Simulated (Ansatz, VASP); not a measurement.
**Ta16Cu: VASP beside Ansatz**

Contents of INCAR:

```
SYSTEM = Ta16Cu
PREC = Accurate
ENCUT = 520
EDIFF = 1E-6
ISMEAR = 0
SIGMA = 0.1
LREAL = Auto
LASPH = .TRUE.
NELM = 80
ALGO = Normal
ISIF = 2
LWAVE = .FALSE.
LCHARG = .TRUE.
LDIPOL = .TRUE.
IDIPOL = 3
DIPOL = 0.5 0.5 0.307
GGA = PE
IVDW = 12
LELF = .TRUE.
LVHAR = .TRUE.
LVACPOTAV = .TRUE.
NBANDS = 108
```

Contents of KPOINTS:

```
Automatic mesh
0
G
  4 4 1
  0 0 0
```

The input POSCAR:

```
Ta16Cu
1.0
    6.5699959905      0.0000000000      0.0000000000
    0.0000000000      6.5699959905      0.0000000000
    0.0000000000      0.0000000000     21.9099229040
Ta Cu
16 1
Direct
    0.2500000000      0.2500000000      0.1825656812
    0.2500000000      0.7500000000      0.1825656812
    0.7500000000      0.2500000000      0.1825656812
    0.7500000000      0.7500000000      0.1825656812
    0.0000000000      0.0000000000      0.2575316683
    0.0000000000      0.5000000000      0.2575316683
    0.5000000000      0.0000000000      0.2575316683
    0.5000000000      0.5000000000      0.2575316683
    0.2500000000      0.2500000000      0.3326484497
    0.2500000000      0.7500000000      0.3326484497
    0.7500000000      0.2500000000      0.3326484497
    0.7500000000      0.7500000000      0.3326484497
    0.0000000000      0.0000000000      0.4020973941
    0.0000000000      0.5000000000      0.4020973941
    0.5000000000      0.0000000000      0.4020973941
    0.5000000000      0.5000000000      0.4020973941
    0.1250000000      0.1250000000      0.5162009448
```

Input for Ansatz:

```yaml
crystal:
  lattice:
    - [6.5699959905, 0.0, 0.0]
    - [0.0, 6.5699959905, 0.0]
    - [0.0, 0.0, 21.909922904]
  atoms:
    - { symbol: Ta, position: [0.25, 0.25, 0.1825656812] }
    - { symbol: Ta, position: [0.25, 0.75, 0.1825656812] }
    - { symbol: Ta, position: [0.75, 0.25, 0.1825656812] }
    - { symbol: Ta, position: [0.75, 0.75, 0.1825656812] }
    - { symbol: Ta, position: [0.0, 0.0, 0.2575316683] }
    - { symbol: Ta, position: [0.0, 0.5, 0.2575316683] }
    - { symbol: Ta, position: [0.5, 0.0, 0.2575316683] }
    - { symbol: Ta, position: [0.5, 0.5, 0.2575316683] }
    - { symbol: Ta, position: [0.25, 0.25, 0.3326484497] }
    - { symbol: Ta, position: [0.25, 0.75, 0.3326484497] }
    - { symbol: Ta, position: [0.75, 0.25, 0.3326484497] }
    - { symbol: Ta, position: [0.75, 0.75, 0.3326484497] }
    - { symbol: Ta, position: [0.0, 0.0, 0.4020973941] }
    - { symbol: Ta, position: [0.0, 0.5, 0.4020973941] }
    - { symbol: Ta, position: [0.5, 0.0, 0.4020973941] }
    - { symbol: Ta, position: [0.5, 0.5, 0.4020973941] }
    - { symbol: Cu, position: [0.125, 0.125, 0.5162009448] }
basis:
  ecutwfc: 420
kpoints:
  mp_grid: { grid: [4, 4, 1] }
hamiltonian:
  xc: pbe
  pseudopotentials: { kind: paw, azcp: { folder: soft_1 } }
  dispersion: d3bj
scf:
  occupations: { method: gaussian, width: 0.1 }
output:
  forces: true
  eigenvalues: true
efield:
  axis: 3
  dipole_correction: true
  ramp_width: 0.04
```

Alike in both runs: task single point; functional PBE; dispersion D3(BJ); k mesh 4 × 4 × 1; occupations gaussian, width 0.1 eV; no spin polarisation.

|  | VASP | Ansatz |
| --- | --- | --- |
| version | VASP 6.6.1 | Ansatz 0.2.0 |
| potentials or method | VASP PAW PBE potentials, release 64 (Ta_pv, Cu), cutoff 520 eV | scalar-relativistic, plane waves, PAW |
| valence electrons in the cell | 187 | 227 |

```tsv
	VASP	Ansatz	Ansatz less VASP
gap on the k mesh at the Fermi level (eV)	none	none	-
rms of the force components (eV/Å)	0.345	0.345	+0.0003
work function, face that differs most (eV)	4.00	4.01	+0.006
```

Atom by atom the forces differ by 0.006 eV/Å (rms over components). A gap of «none» marks a metal or a gap that the smearing closes. VASP's potentials hold 187 valence electrons a cell and Ansatz's 227, so a difference there can come from the potentials and not from the codes.

Neither program's run includes spin-orbit coupling.
